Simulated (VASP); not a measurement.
# Al4Ru3 (P4/mmm) in VASP: single point with PBE

Aim: the single point of Al4Ru3 with PBE.

All numbers are computed with VASP 6.6.1; they aren't measurements. Logs are shortened: lines on timing, memory, paths and dates and some standing lists are left out, and cuts for length are marked.

**1. The cell of the first run**

Symmetry: P4/mmm, No. 123, tetragonal system. Conventional cell: a = 5.975 Å, b = 5.975 Å, c = 2.967 Å, α = 90.00°, β = 90.00°, γ = 90.00°. Al (site symmetry m2m) has 6 Ru at 2.57 to 2.58 Å and 6 Al at 2.96 to 3.01 Å within 3.4 Å. Ru (site symmetry mmm) has 8 Al at 2.58 Å and 4 Ru at 2.97 to 2.99 Å within 3.4 Å. Ru (site symmetry 4/mmm) has 8 Al at 2.57 Å and 6 Ru at 2.97 to 2.99 Å within 3.4 Å.

**2. Single point, PBE**

Input file POSCAR:

```
Al4Ru3
1.0
    5.9753828895      0.0000000000      0.0000000000
    0.0000000000      5.9753828895      0.0000000000
    0.0000000000      0.0000000000      2.9672310736
Al Ru
4 3
Direct
    0.2520050397      0.2520050397      0.5000000000
    0.7479949603      0.7479949603      0.5000000000
    0.7479949603      0.2520050397      0.5000000000
    0.2520050397      0.7479949603      0.5000000000
    0.5000000000      0.0000000000      0.0000000000
    0.0000000000      0.5000000000      0.0000000000
    0.5000000000      0.5000000000      0.0000000000
```

Input file INCAR.step1:

```
SYSTEM = Al4Ru3
ALGO     = Fast           ! electronic algorithm
EDIFF    = 1E-6           ! SCF threshold, eV
ENCUT    = 520            ! plane-wave cutoff, eV
GGA      = PE             ! functional
ISIF     = 2              ! what is computed and relaxed
ISMEAR   = 0              ! smearing method
LASPH    = .TRUE.         ! aspherical terms in the spheres
LCHARG   = .TRUE.         ! write CHGCAR
LMAXMIX  = 4              ! l up to which the mixer works
LREAL    = .FALSE.        ! projectors in reciprocal space
LWAVE    = .FALSE.        ! write WAVECAR
NBANDS   = 36             ! bands
NELM     = 60             ! most SCF steps
PREC     = Accurate       ! precision mode
SIGMA    = 0.1            ! smearing width, eV
```

Input file KPOINTS.step1:

```
k-points
0
G
  6 6 10
  0 0 0
```

Input file INCAR.step2:

```
SYSTEM = Al4Ru3
ALGO     = Fast           ! electronic algorithm
EDIFF    = 1E-6           ! SCF threshold, eV
ENCUT    = 520            ! plane-wave cutoff, eV
GGA      = PE             ! functional
ICHARG   = 11             ! starting density
ISIF     = 2              ! what is computed and relaxed
ISMEAR   = -5             ! smearing method
LASPH    = .TRUE.         ! aspherical terms in the spheres
LCHARG   = .FALSE.        ! write CHGCAR
LMAXMIX  = 4              ! l up to which the mixer works
LORBIT   = 11             ! projections on sites
LREAL    = .FALSE.        ! projectors in reciprocal space
LWAVE    = .FALSE.        ! write WAVECAR
NBANDS   = 36             ! bands
NEDOS    = 2001           ! points of the DOS
NELM     = 60             ! most SCF steps
PREC     = Accurate       ! precision mode
SIGMA    = 0.1            ! smearing width, eV
```

Input file KPOINTS.step2:

```
k-points
0
G
  9 9 15
  0 0 0
```

Potentials or basis: VASP PAW PBE potentials, release 64 (Al, Ru_pv).

The run is started by

```sh
> cat potpaw_PBE.64/Al/POTCAR potpaw_PBE.64/Ru_pv/POTCAR > POTCAR
> cp INCAR.step1 INCAR
> cp KPOINTS.step1 KPOINTS
> mpirun -np 1 vasp_std > vasp.out
> cp INCAR.step2 INCAR
> cp KPOINTS.step2 KPOINTS
> mpirun -np 1 vasp_std > vasp.out
```

OUTCAR:

```text
SYSTEM = Al4Ru3
   EDIFF = 1E-6
   ENCUT = 520
   GGA = PE
   ICHARG = 11
   ISIF = 2
   ISMEAR = -5
   LASPH = .TRUE.
   LORBIT = 11
   LREAL = .FALSE.
   NELM = 60
   PREC = Accurate

 ion  position               nearest neighbor table
   1  0.252  0.252  0.500-   7 2.57   7 2.57   5 2.58   5 2.58   6 2.58   6 2.58   3 2.96   4 2.96
                             4 3.01   3 3.01
   2  0.748  0.748  0.500-   7 2.57   7 2.57   5 2.58   5 2.58   6 2.58   6 2.58   3 2.96   4 2.96
                             4 3.01   3 3.01
   3  0.748  0.252  0.500-   7 2.57   7 2.57   5 2.58   5 2.58   6 2.58   6 2.58   1 2.96   2 2.96
                             1 3.01   2 3.01
   4  0.252  0.748  0.500-   7 2.57   7 2.57   5 2.58   5 2.58   6 2.58   6 2.58   1 2.96   2 2.96
                             1 3.01   2 3.01
   5  0.500  0.000  0.000-   1 2.58   2 2.58   3 2.58   4 2.58   1 2.58   2 2.58   3 2.58   4 2.58
                             7 2.99   7 2.99
   6  0.000  0.500  0.000-   1 2.58   2 2.58   3 2.58   4 2.58   1 2.58   2 2.58   3 2.58   4 2.58
                             7 2.99   7 2.99
   7  0.500  0.500  0.000-   1 2.57   2 2.57   3 2.57   4 2.57   1 2.57   2 2.57   3 2.57   4 2.57
                             5 2.99   6 2.99   5 2.99   6 2.99

  LATTYP: Found a simple tetragonal cell.
 ALAT       =     5.9753828895
 C/A-ratio  =     0.4965758895

  Lattice vectors:

 A1 = (   5.9753828895,   0.0000000000,   0.0000000000)
 A2 = (   0.0000000000,   5.9753828895,   0.0000000000)
 A3 = (   0.0000000000,   0.0000000000,   2.9672310736)

Analysis of symmetry for initial positions (statically):
=====================================================================
 Subroutine PRICEL returns:
 Original cell was already a primitive cell.

 Routine SETGRP: Setting up the symmetry group for a
 simple tetragonal supercell.

 Subroutine GETGRP returns: Found 16 space group operations
 (whereof 16 operations were pure point group operations)
 out of a pool of 16 trial point group operations.

The static configuration has the point symmetry D_4h.

Analysis of symmetry for dynamics (positions and initial velocities):
=====================================================================
 Subroutine PRICEL returns:
 Original cell was already a primitive cell.

 Routine SETGRP: Setting up the symmetry group for a
 simple tetragonal supercell.

 Subroutine GETGRP returns: Found 16 space group operations
 (whereof 16 operations were pure point group operations)
 out of a pool of 16 trial point group operations.

The dynamic configuration has the point symmetry D_4h.

 Subroutine INISYM returns: Found 16 space group operations
 (whereof 16 operations are pure point group operations),
 and found     1 'primitive' translations

----------------------------------------------------------------------------------------

                                     Primitive cell

  volume of cell :     105.9456

  direct lattice vectors                    reciprocal lattice vectors
     5.975382889  0.000000000  0.000000000     0.167353292  0.000000000  0.000000000
     0.000000000  5.975382889  0.000000000     0.000000000  0.167353292  0.000000000
     0.000000000  0.000000000  2.967231074     0.000000000  0.000000000  0.337014535

  length of vectors
     5.975382889  5.975382889  2.967231074     0.167353292  0.167353292  0.337014535

  position of ions in fractional coordinates (direct lattice)
     0.252005040  0.252005040  0.500000000
     0.747994960  0.747994960  0.500000000
     0.747994960  0.252005040  0.500000000
     0.252005040  0.747994960  0.500000000
     0.500000000  0.000000000  0.000000000
     0.000000000  0.500000000  0.000000000
     0.500000000  0.500000000  0.000000000

  ion indices of the primitive-cell ions
   primitive index   ion index
                 1           1
                 2           2
                 3           3
                 4           4
                 5           5
                 6           6
                 7           7

----------------------------------------------------------------------------------------

 KPOINTS: k-points

Automatic generation of k-mesh.
 Grid dimensions read from file:
 generate k-points for:    9    9   15

 Generating k-lattice:

  Cartesian coordinates                     Fractional coordinates (reciprocal lattice)
     0.018594810  0.000000000  0.000000000     0.111111111  0.000000000  0.000000000
     0.000000000  0.018594810  0.000000000     0.000000000  0.111111111  0.000000000
     0.000000000  0.000000000  0.022467636     0.000000000  0.000000000  0.066666667

  Length of vectors
     0.018594810  0.018594810  0.022467636

  Shift w.r.t. Gamma in fractional coordinates (k-lattice)
     0.000000000  0.000000000  0.000000000

 TETIRR: Found   1798 inequivalent tetrahedra from     7290

 Subroutine IBZKPT returns following result:
 ===========================================

 Found    120 irreducible k-points:

 Following reciprocal coordinates:
            Coordinates               Weight
  0.000000  0.000000  0.000000      1.000000
  0.111111  0.000000  0.000000      4.000000
  0.222222  0.000000  0.000000      4.000000
  0.333333  0.000000  0.000000      4.000000
  0.444444  0.000000  0.000000      4.000000
  0.111111  0.111111  0.000000      4.000000
[... 16 lines left out ...]
  0.333333  0.111111  0.066667     16.000000
  0.444444  0.111111  0.066667     16.000000
 [... further k-points ...]
   k-points           NKPTS =    120   k-points in BZ     NKDIM =    120   number of bands    NBANDS=     36
   number of dos      NEDOS =   2001   number of ions     NIONS =      7
   total plane-waves  NPLWV =  55296
   dimension x,y,z NGX =    48 NGY =   48 NGZ =   24
   dimension x,y,z NGXF=    96 NGYF=   96 NGZF=   48
   ions per type =               4   3
   NGX,Y,Z   is equivalent  to a cutoff of  13.35, 13.35, 13.45 a.u.
   NGXF,Y,Z  is equivalent  to a cutoff of  26.71, 26.71, 26.89 a.u.
 SYSTEM =  Al4Ru3
   PREC   = accura    normal or accurate (medium, high low for compatibility)
   ISTART =      0    job   : 0-new  1-cont  2-samecut
   ICHARG =     11    charge: 1-file 2-atom 10-const
   ISPIN  =      1    spin polarized calculation?
   LNONCOLLINEAR =      F non collinear calculations
   LSORBIT =      F    spin-orbit coupling
   LASPH  =      T    aspherical Exc in radial PAW
   ENCUT  =  520.0 eV  38.22 Ry    6.18 a.u.  11.11 11.11  5.52*2*pi/ulx,y,z
   NELM   =     60;   NELMIN=  2; NELMDL=  0     # of ELM steps
   EDIFF  = 0.1E-05   stopping-criterion for ELM
   LREAL  =      F    real-space projection
   EDIFFG = 0.1E-04   stopping-criterion for IOM
   NSW    =      0    number of steps for IOM
   IBRION =     -1    ionic relax: 0-MD 1-quasi-New 2-CG
   NFREE  =      0    steps in history (QN), initial steepest desc. (CG)
   ISIF   =      2    stress and relaxation
   ISYM   =      2    0-nonsym 1-usesym 2-fastsym
   POTIM  = 0.5000    time-step for ionic-motion
   TEBEG  =    0.0;   TEEND  =   0.0 temperature during run
   PSTRESS=    0.0 pullay stress
   NELECT =      54.0000    total number of electrons
   NUPDOWN=      -1.0000    fix difference up-down
   EMIN   =  10.00;   EMAX   =-10.00  energy-range for DOS
   EFERMI =   0.00;   METHOD = LEGACY
   ISMEAR =    -5;   SIGMA  =   0.10  broadening in eV -4-tet -1-fermi 0-gaus
   EFERMI_NEDOS =   21; number of points for ismear=-14 and -15
   IALGO  =     68    algorithm
   IMIX   =      4    mixing-type and parameters
     AMIX     =   0.40;   BMIX     =  1.00
     AMIX_MAG =   1.60;   BMIX_MAG =  1.00
  volume/ion in A,a.u.               =      15.14       102.14
  Fermi-wavevector in a.u.,A,eV,Ry     =   1.307711  2.471216 23.267435  1.710108
  Thomas-Fermi vector in A             =   2.438427
   LORBIT       =     11    0 simple, 1 ext, 2 COOP (PROOUT), +10 PAW based schemes
   GGA     = PE    functional components
   LHFCALC =     F    Hartree Fock is set to
   AEXX    =    0.0000 exact exchange contribution
   IVDW    =     0    specifies the selected vdW correction
   LEPSILON=     F    determine dielectric tensor
   LRPA    =     F    only Hartree local field effects (RPA)
 non-spin polarized calculation
 RMM-DIIS sequential band-by-band and
 Fermi weights with tetrahedron method with Bloechl corrections
  energy-cutoff  :      520.00
  volume of cell :      105.95
 maximum number of plane-waves:      2881
 NGX is ok and might be reduce to    48

 number of electron      53.9999986 magnetization

 Free energy of the ion-electron system (eV)
  ---------------------------------------------------
  ext. energy  EPLUGINS =         0.00000000
  ---------------------------------------------------
  free energy    TOTEN  =       -46.73914429 eV

  energy without entropy =      -46.73914429  energy(sigma->0) =      -46.73914429

 E-fermi :   9.0076     XC(G=0): -11.5798

 val. band max:        9.0615313089   @ k =   0.4444   0.1111   0.0667
 cond. band min:       8.9808574627   @ k =   0.3333   0.3333   0.3333
 fundamental gap:     -0.0806738462
 Fermi energy:         9.0075745419

 k-point     1 :       0.0000    0.0000    0.0000
  band No.  band energies     occupation
      1     -32.9459      2.00000
      2     -32.9459      2.00000
      3     -32.7823      2.00000
      4     -32.7809      2.00000
      5     -32.7654      2.00000
      6     -32.7654      2.00000
[... 28 lines left out ...]
     35      15.3626      0.00000
     36      15.5557      0.00000
[... 866 lines left out ...]
      6     -32.7635      2.00000
[... 28 lines left out ...]
     35      16.1684      0.00000
     36      16.5120      0.00000

 [... further k-points ...]

------------------------ aborting loop because EDIFF is reached ----------------------------------------

  FORCE on cell =-STRESS in cart. coord.  units (eV):
  Direction    XX          YY          ZZ          XY          YZ          ZX
  --------------------------------------------------------------------------------------
  -------------------------------------------------------------------------------------
  Total        0.2939352      0.2939352      0.4178499      0.0000000      0.0000000     -0.0000000
  in kB        4.4450777      4.4450777      6.3189955      0.0000000      0.0000000     -0.0000000
  external PRESSURE =       5.0697170 kB  Pullay stress =       0.0000000 kB

 VOLUME and BASIS-vectors are now :
 -----------------------------------------------------------------------------
  energy-cutoff  :      520.00
  volume of cell :      105.95
      direct lattice vectors                 reciprocal lattice vectors
     5.975382889  0.000000000  0.000000000     0.167353292  0.000000000  0.000000000
     0.000000000  5.975382889  0.000000000     0.000000000  0.167353292  0.000000000
     0.000000000  0.000000000  2.967231074     0.000000000  0.000000000  0.337014535

 POSITION                                       TOTAL-FORCE (eV/Angst)
 -----------------------------------------------------------------------------------
      1.50583      1.50583      1.48362        -0.011534     -0.011534      0.000000
      4.46956      4.46956      1.48362         0.011534      0.011534     -0.000000
      4.46956      1.50583      1.48362         0.011534     -0.011534      0.000000
      1.50583      4.46956      1.48362        -0.011534      0.011534     -0.000000
      2.98769      0.00000      0.00000         0.000000      0.000000      0.000000
      0.00000      2.98769      0.00000         0.000000      0.000000      0.000000
      2.98769      2.98769      0.00000         0.000000      0.000000      0.000000
 -----------------------------------------------------------------------------------
    total drift:                               -0.000000      0.000000      0.000000

  FREE ENERGIE OF THE ION-ELECTRON SYSTEM (eV)
  ---------------------------------------------------
  free  energy   TOTEN  =       -46.7391442897 eV

  energy  without entropy=      -46.7391442897  energy(sigma->0) =      -46.73914429

 total charge

# of ion       s       p       d       tot
------------------------------------------
    1        0.403   0.392   0.000   0.795
    2        0.403   0.392   0.000   0.795
    3        0.403   0.392   0.000   0.795
    4        0.403   0.392   0.000   0.795
    5        0.338   6.239   6.236  12.813
    6        0.338   6.239   6.236  12.813
    7        0.338   6.256   6.239  12.833
--------------------------------------------------
tot          2.624  20.304  18.710  41.638
```

Run time: 3.1 min. Hardware: 1 thread of Intel Xeon 6975P-C (Granite Rapids), shared host; peak memory 0.46 GiB.

Results:

```
Valence electrons inside the program's atomic spheres : Al 0.80; Ru 12.81, 12.83 (each value once)
```

Levels at points of the mesh, in eV from the Fermi level:
```tsv
k point	band 24	band 25	band 26	band 27	band 28	band 29	band 30	band 31
(0.00, 0.00, 0.00)	-1.12	-0.53	-0.53	-0.51	0.33	0.33	1.71	1.90
```
